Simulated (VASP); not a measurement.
Set up this calculation in VASP 6.6.1, as the native input.

| Property | Result |
| --- | --- |
| Task | electric field gradients |
| Functional | PBEsol |
| Potentials or basis | VASP PAW PBE potentials, release 64 (Ti_sv, C) |
| Cutoff | 520 eV |
| k mesh | 16 × 16 × 16 |
| Occupations | fermi-dirac, width 0.03 eV |
| Spin | no spin polarisation |
| Dipole correction | no |
| Further INCAR settings | ALGO = Normal; EDIFF = 1e-08; NBANDS = 15 |

The structure of TiC lies in POSCAR:

```
TiC
1.0
    0.0000000000      2.2289200000      2.1640000000
    2.2289200000      0.0000000000      2.1640000000
    2.2289200000      2.2289200000      0.0000000000
Ti C
1 1
Direct
    0.0000000000      0.0000000000      0.0000000000
    0.5000000000      0.5000000000      0.5000000000
```

This cell differs from its parent crystal: equal xx and yy strain of +3 %.

One way to write it, as run:

INCAR

```
SYSTEM = TiC
  PREC = Accurate
  ENCUT = 520
  EDIFF = 1E-8
  ISMEAR = -1
  SIGMA = 0.03
  LREAL = .False.
  LASPH = .True.
  NELM = 80
  ALGO = Normal
  ISIF = 2
  LWAVE = .False.
  LCHARG = .False.
  GGA = PS
  LEFG = .True.
  NBANDS = 15
```

KPOINTS

```
regular mesh
0
Gamma
  16 16 16
  0 0 0
```

Potentials or basis: VASP PAW PBE potentials, release 64 (Ti_sv, C).

Run with:

```sh
$ cat potpaw_PBE.64/Ti_sv/POTCAR potpaw_PBE.64/C/POTCAR > POTCAR
$ mpirun -np 1 vasp_std > vasp.out
```

It gave:

The pressure is -18.2 GPa and the band gap on the k mesh is zero (band 8 reaches 9.42 eV, above the bottom of band 9 at 8.09 eV).

Caveat: the cell differs from its parent crystal (equal xx and yy strain of +3 %); without QUAD_EFG the Cq values of the log hold for a quadrupole moment of 1 mb, not for the nuclei; the PAW data sets were made with another functional, which shifts forces and pressure a little.

Wall time 64 s on 1 thread of Intel Xeon 6975P-C, with other jobs on the host, peak memory 0.23 GiB.
